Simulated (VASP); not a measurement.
Set up this calculation in VASP 6.6.1, as the native input.

```yaml
Task: single point
Functional: PBE
Potentials_or_basis: VASP PAW PBE potentials, release 64 (Ti_sv, C)
Cutoff: 600 eV
k_mesh: 4 × 4 × 4
Occupations: gaussian, width 0.2 eV
Spin: no spin polarisation
Dipole_correction: no
Further_INCAR_settings: ALGO = Normal; EDIFF = 1e-06; NBANDS = 31
```

The structure of Ti2C5 lies in POSCAR:

```
Ti2C5
1.0
   -2.2212770326      2.2212770326      3.1281793538
    2.2212770326     -2.2212770326      3.1281793538
    2.2212770326      2.2212770326     -3.1281793538
Ti C
2 5
Direct
    0.5000000000      0.0000000000      0.5000000000
    0.0000000000      0.5000000000      0.5000000000
    0.5000000000      0.5000000000      0.5000000000
    0.0000000000      0.0000000000      0.5000000000
    0.5000000000      0.0000000000      0.0000000000
    0.0000000000      0.5000000000      0.0000000000
    0.0000000000      0.0000000000      0.0000000000
```

The cell was generated, and may not be a known phase.

These files were run (other wordings do the same):

INCAR

```
SYSTEM = Ti2C5
PREC = Accurate
ENCUT = 600
EDIFF = 1E-6
ISMEAR = 0
SIGMA = 0.2
LREAL = .False.
LASPH = .True.
NELM = 120
ALGO = Normal
ISIF = 2
LWAVE = .False.
LCHARG = .False.
GGA = PE
NBANDS = 31
GGA_COMPAT = .False.
```

KPOINTS

```
Automatic mesh
0
Gamma
  4 4 4
  0 0 0
```

Potentials or basis: VASP PAW PBE potentials, release 64 (Ti_sv, C).

Run with:

```console
$ cat potpaw_PBE.64/Ti_sv/POTCAR potpaw_PBE.64/C/POTCAR > POTCAR
$ mpirun -np 1 vasp_std > vasp.out
```

It gave:

The pressure is 0.2 GPa. The band gap on the k mesh is zero (bands 22 and 23 overlap by 1.98 eV).

Caveat: the k points lie up to 0.43 Å⁻¹ apart, too coarse for converged energies and pressures of a metal.

Run time: 33 s on 1 thread of AMD EPYC 7R13 Processor (Zen 3), on a shared host, peak memory 0.18 GiB.
